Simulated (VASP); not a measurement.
# ScInS3 (P4mm) in VASP: a series of runs, part 2 of 2

VASP 6.6.1.

## 3. Relaxation of cell and atoms, PBE

This run uses another cell than the first one, of 25.67 Å³/atom.

Contents of INCAR:

```
ALGO = Normal
EDIFF = 1E-6
EDIFFG = -0.01
ENCUT = 600
GGA = PE
IBRION = 2
ISIF = 3
ISMEAR = 0
LASPH = T
LCHARG = F
LREAL = F
LWAVE = F
NELM = 100
NSW = 100
PREC = Accurate
SIGMA = 0.1
```

Contents of KPOINTS:

```
k-points
0
Gamma
  8 8 6
```

Contents of POSCAR:

```
ScInS3
1.0
    4.5073489760      0.0000000000      0.0000000000
    0.0000000000      4.5073489760      0.0000000000
    0.0000000000      0.0000000000      6.3165541474
Sc In S
1 1 3
Direct
    0.5000000000      0.5000000000      0.4777505506
    0.0000000000      0.0000000000      0.0744487789
    0.5000000000      0.0000000000      0.2771235077
    0.0000000000      0.5000000000      0.2771235077
    0.0000000000      0.0000000000      0.6939536151
```

Potentials or basis: VASP PAW PBE potentials, release 64 (Sc_sv, In_d, S).

Started as:

```console
> cat potpaw_PBE.64/Sc_sv/POTCAR potpaw_PBE.64/In_d/POTCAR potpaw_PBE.64/S/POTCAR > POTCAR
> mpirun -np 1 vasp_std > vasp.out
```

OUTCAR:

```text
EDIFF = 1E-6
   EDIFFG = -0.01
   ENCUT = 600
   GGA = PE
   IBRION = 2
   ISIF = 3
   ISMEAR = 0
   LASPH = T
   LREAL = F
   NELM = 100
   NSW = 100
   PREC = Accurate

 ion  position               nearest neighbor table
   1  0.500  0.500  0.478-   3 2.59   4 2.59   3 2.59   4 2.59
   2  0.000  0.000  0.074-   5 2.40   4 2.59   3 2.59   4 2.59   3 2.59
   3  0.500  0.000  0.277-   1 2.59   1 2.59   2 2.59   2 2.59
   4  0.000  0.500  0.277-   1 2.59   1 2.59   2 2.59   2 2.59
   5  0.000  0.000  0.694-   2 2.40

  LATTYP: Found a simple tetragonal cell.
 ALAT       =     4.5073489760
 C/A-ratio  =     1.4013900812

  Lattice vectors:

 A1 = (   4.5073489760,   0.0000000000,   0.0000000000)
 A2 = (   0.0000000000,   4.5073489760,   0.0000000000)
 A3 = (   0.0000000000,   0.0000000000,   6.3165541474)

Analysis of symmetry for initial positions (statically):
=====================================================================
 Subroutine PRICEL returns:
 Original cell was already a primitive cell.

 Routine SETGRP: Setting up the symmetry group for a
 simple tetragonal supercell.

 Subroutine GETGRP returns: Found  8 space group operations
 (whereof  8 operations were pure point group operations)
 out of a pool of 16 trial point group operations.

The static configuration has the point symmetry C_4v.

Analysis of symmetry for dynamics (positions and initial velocities):
=====================================================================
 Subroutine PRICEL returns:
 Original cell was already a primitive cell.

 Routine SETGRP: Setting up the symmetry group for a
 simple tetragonal supercell.

 Subroutine GETGRP returns: Found  8 space group operations
 (whereof  8 operations were pure point group operations)
 out of a pool of 16 trial point group operations.

The dynamic configuration has the point symmetry C_4v.

 Subroutine INISYM returns: Found  8 space group operations
 (whereof  8 operations are pure point group operations),
 and found     1 'primitive' translations

----------------------------------------------------------------------------------------

                                     Primitive cell

  volume of cell :     128.3283

  direct lattice vectors                    reciprocal lattice vectors
     4.507348976  0.000000000  0.000000000     0.221859902  0.000000000  0.000000000
     0.000000000  4.507348976  0.000000000     0.000000000  0.221859902  0.000000000
     0.000000000  0.000000000  6.316554147     0.000000000  0.000000000  0.158314166

  length of vectors
     4.507348976  4.507348976  6.316554147     0.221859902  0.221859902  0.158314166

  position of ions in fractional coordinates (direct lattice)
     0.500000000  0.500000000  0.477750551
     0.000000000  0.000000000  0.074448779
     0.500000000  0.000000000  0.277123508
     0.000000000  0.500000000  0.277123508
     0.000000000  0.000000000  0.693953615

  ion indices of the primitive-cell ions
   primitive index   ion index
                 1           1
                 2           2
                 3           3
                 4           4
                 5           5

[... 51 lines left out ...]
  0.500000  0.125000  0.166667      8.000000
 [... further k-points ...]
   k-points           NKPTS =     60   k-points in BZ     NKDIM =     60   number of bands    NBANDS=     25
   number of dos      NEDOS =    301   number of ions     NIONS =      5
   total plane-waves  NPLWV =  64800
   dimension x,y,z NGX =    36 NGY =   36 NGZ =   50
   dimension x,y,z NGXF=    72 NGYF=   72 NGZF=  100
   ions per type =               1   1   3
   NGX,Y,Z   is equivalent  to a cutoff of  13.28, 13.28, 13.16 a.u.
   NGXF,Y,Z  is equivalent  to a cutoff of  26.56, 26.56, 26.32 a.u.
 SYSTEM =  unknown system
   PREC   = accura    normal or accurate (medium, high low for compatibility)
   ISTART =      0    job   : 0-new  1-cont  2-samecut
   ICHARG =      2    charge: 1-file 2-atom 10-const
   ISPIN  =      1    spin polarized calculation?
   LNONCOLLINEAR =      F non collinear calculations
   LSORBIT =      F    spin-orbit coupling
   LASPH  =      T    aspherical Exc in radial PAW
   ENCUT  =  600.0 eV  44.10 Ry    6.64 a.u.   9.00  9.00 12.62*2*pi/ulx,y,z
   NELM   =    100;   NELMIN=  2; NELMDL= -5     # of ELM steps
   EDIFF  = 0.1E-05   stopping-criterion for ELM
   LREAL  =      F    real-space projection
   EDIFFG = -.1E-01   stopping-criterion for IOM
   NSW    =    100    number of steps for IOM
   IBRION =      2    ionic relax: 0-MD 1-quasi-New 2-CG
   NFREE  =      1    steps in history (QN), initial steepest desc. (CG)
   ISIF   =      3    stress and relaxation
   ISYM   =      2    0-nonsym 1-usesym 2-fastsym
   POTIM  = 0.5000    time-step for ionic-motion
   TEBEG  =    0.0;   TEEND  =   0.0 temperature during run
   PSTRESS=    0.0 pullay stress
   NELECT =      42.0000    total number of electrons
   NUPDOWN=      -1.0000    fix difference up-down
   EMIN   =  10.00;   EMAX   =-10.00  energy-range for DOS
   EFERMI =   0.00;   METHOD = LEGACY
   ISMEAR =     0;   SIGMA  =   0.10  broadening in eV -4-tet -1-fermi 0-gaus
   EFERMI_NEDOS =   21; number of points for ismear=-14 and -15
   IALGO  =     38    algorithm
   IMIX   =      4    mixing-type and parameters
     AMIX     =   0.40;   BMIX     =  1.00
     AMIX_MAG =   1.60;   BMIX_MAG =  1.00
  volume/ion in A,a.u.               =      25.67       173.20
  Fermi-wavevector in a.u.,A,eV,Ry     =   1.128194  2.131977 17.317786  1.272821
  Thomas-Fermi vector in A             =   2.264883
   LORBIT       =      0    0 simple, 1 ext, 2 COOP (PROOUT), +10 PAW based schemes
   GGA     = PE    functional components
   LHFCALC =     F    Hartree Fock is set to
   AEXX    =    0.0000 exact exchange contribution
   IVDW    =     0    specifies the selected vdW correction
   LEPSILON=     F    determine dielectric tensor
   LRPA    =     F    only Hartree local field effects (RPA)
 conjugate gradient relaxation of ions
 non-spin polarized calculation
 Gauss-broadening in eV      SIGMA  =   0.10
  energy-cutoff  :      600.00
  volume of cell :      128.33
 maximum number of plane-waves:      4320
   NGX = 19   NGY = 19   NGZ = 25

--------------------------------------- Ionic step        1  -------------------------------------------

 number of electron      42.0000009 magnetization

 Free energy of the ion-electron system (eV)
  ---------------------------------------------------
  ext. energy  EPLUGINS =         0.00000000
  ---------------------------------------------------
  free energy    TOTEN  =       -25.36010549 eV

  energy without entropy =      -25.35951501  energy(sigma->0) =      -25.35981025

------------------------ aborting loop because EDIFF is reached ----------------------------------------

  FORCE on cell =-STRESS in cart. coord.  units (eV):
  Direction    XX          YY          ZZ          XY          YZ          ZX
  --------------------------------------------------------------------------------------
  -------------------------------------------------------------------------------------
  Total        0.0661035      0.0661035     -0.0680674      0.0000000      0.0000000      0.0000000
  in kB        0.8253005      0.8253005     -0.8498205      0.0000000      0.0000000      0.0000000
  external PRESSURE =       0.2669269 kB  Pullay stress =       0.0000000 kB
[... 104 lines left out ...]
--------------------------------------- Ionic step        4  -------------------------------------------

 number of electron      42.0000009 magnetization

 Free energy of the ion-electron system (eV)
  ---------------------------------------------------
  ext. energy  EPLUGINS =         0.00000000
  ---------------------------------------------------
  free energy    TOTEN  =       -25.36023686 eV

  energy without entropy =      -25.35965033  energy(sigma->0) =      -25.35994360

 E-fermi :   3.9804     XC(G=0):  -8.7687

 val. band max:        3.9088432007   @ k =   0.5000   0.5000   0.5000
 cond. band min:       4.1693110168   @ k =   0.5000   0.5000   0.5000
 fundamental gap:      0.2604678161
 Fermi energy:         3.9803797443

 k-point     1 :       0.0000    0.0000    0.0000
  band No.  band energies     occupation
      1     -46.8708      2.00000
      2     -25.5924      2.00000
      3     -25.3877      2.00000
      4     -25.3877      2.00000
      5     -10.8524      2.00000
      6     -10.8194      2.00000
[... 661 lines left out ...]
     24       5.4576      0.00000
     25       5.9705      0.00000

 [... further k-points ...]

------------------------ aborting loop because EDIFF is reached ----------------------------------------

  FORCE on cell =-STRESS in cart. coord.  units (eV):
  Direction    XX          YY          ZZ          XY          YZ          ZX
  --------------------------------------------------------------------------------------
  -------------------------------------------------------------------------------------
  Total       -0.0035469     -0.0035469     -0.0105708      0.0000000      0.0000000      0.0000000
  in kB       -0.0442458     -0.0442458     -0.1318655      0.0000000      0.0000000      0.0000000
  external PRESSURE =      -0.0734524 kB  Pullay stress =       0.0000000 kB
[... 20 lines left out ...]
  FREE ENERGIE OF THE ION-ELECTRON SYSTEM (eV)
  ---------------------------------------------------
  free  energy   TOTEN  =       -25.3602368646 eV

  energy  without entropy=      -25.3596503344  energy(sigma->0) =      -25.35994360

 reached required accuracy - stopping structural energy minimisation
```

It took 5.6 min on 1 thread of Intel Xeon Platinum 8259CL at 2.50GHz (Skylake/Cascade Lake), shared host; peak memory 0.42 GiB.

What came out:

```
Free energy                           : -25.3602 eV
Relaxed volume                        : 25.69 Å³/atom
Relaxed cell                          : a = 4.511 Å, b = 4.511 Å, c = 6.312 Å, α = 90.00°, β = 90.00°, γ = 90.00°
Space group after relaxing (to 0.1 Å) : P4mm (No. 99)
Energy gained by relaxing             : 0.0 meV/atom
Ionic steps                           : 4
Pressure after relaxing               : 0.0 GPa
Largest force after relaxing          : 0.009 eV/Å
Band gap on the k mesh                : zero (bands 21 and 22 overlap by 0.03 eV)
```

Forces on the atoms (eV/Å):
```
Sc   0.000  0.000 -0.007
In   0.000  0.000  0.009
S    0.000  0.000 -0.002
S    0.000  0.000 -0.002
S    0.000  0.000  0.003
```

Step by step:
```csv
step,energy change (eV),largest force (eV/Å),pressure (GPa),volume (Å³)
1,0.0000,0.0286,0.03,128.33
2,-0.0001,0.0246,0.00,128.41
3,-0.0001,0.0251,0.00,128.41
4,-0.0001,0.0091,-0.01,128.44
```

Final structure:
```
CELL_PARAMETERS angstrom
4.51101 0.00000 0.00000
0.00000 4.51101 0.00000
0.00000 0.00000 6.31157
ATOMIC_POSITIONS crystal
Sc 0.50000 0.50000 0.47777
In 0.00000 0.00000 0.07459
S 0.50000 0.00000 0.27692
S 0.00000 0.50000 0.27692
S 0.00000 0.00000 0.69419
```

Levels at points of the mesh, in eV from the Fermi level:
| k point | band 18 | band 19 | band 20 | band 21 | band 22 | band 23 | band 24 | band 25 |
| --- | --- | --- | --- | --- | --- | --- | --- | --- |
| (0.00, 0.00, 0.00) | -1.93 | -1.75 | -0.88 | -0.88 | -0.10 | 0.94 | 1.18 | 2.35 |
| (0.50, 0.00, 0.00) | -3.41 | -2.27 | -1.51 | -1.15 | 0.83 | 0.92 | 1.48 | 2.07 |
| (0.50, 0.50, 0.00) | -2.37 | -2.37 | -1.58 | -0.07 | 0.84 | 1.40 | 1.49 | 1.49 |
| (0.00, 0.00, 0.50) | -1.71 | -1.71 | -1.36 | -1.36 | 0.77 | 0.94 | 1.72 | 2.39 |
| (0.50, 0.00, 0.50) | -2.93 | -2.28 | -1.65 | -1.46 | 0.95 | 1.02 | 1.80 | 1.98 |
| (0.50, 0.50, 0.50) | -1.58 | -1.52 | -1.52 | -0.07 | 0.19 | 0.95 | 1.50 | 1.50 |

Caveat: spin-orbit coupling is left out, which moves the levels of the heavy elements.
